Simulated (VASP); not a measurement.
Input of a VASP 6.6.1 run:

Contents of INCAR:

```
SYSTEM = CoSi3
PREC = Accurate
ENCUT = 520
EDIFF = 1E-7
ISMEAR = 0
SIGMA = 0.1
LREAL = .False.
LASPH = .True.
NELM = 150
ALGO = Normal
ISIF = 2
LWAVE = .False.
LCHARG = .False.
ISPIN = 2
MAGMOM = 0.08 0.08 0.13 1.27
LORBIT = 11
NUPDOWN = 1.5
LMAXMIX = 4
GGA = PE
NBANDS = 22
```

KPOINTS

```
Automatic mesh
0
Gamma
  12 12 12
  0 0 0
```

The input POSCAR:

```
CoSi3
1.0
    0.0000000000      2.9483370208      2.9483370208
    2.9483370208      0.0000000000      2.9483370208
    2.9483370208      2.9483370208      0.0000000000
Si Co
3 1
Direct
    0.2500000000      0.2500000000      0.2500000000
    0.7500000000      0.7500000000      0.7500000000
    0.5000000000      0.5000000000      0.5000000000
    0.0000000000      0.0000000000      0.0000000000
```

Potentials or basis: VASP PAW PBE potentials, release 64 (Si, Co).

Run with:

```console
$ cat potpaw_PBE.64/Si/POTCAR potpaw_PBE.64/Co/POTCAR > POTCAR
$ mpirun -np 1 vasp_std > vasp.out
```

(1) Predict the pressure.

## Answers

(1) 0.7 GPa.

Caveat: the total moment is fixed, so each spin has its own Fermi level.
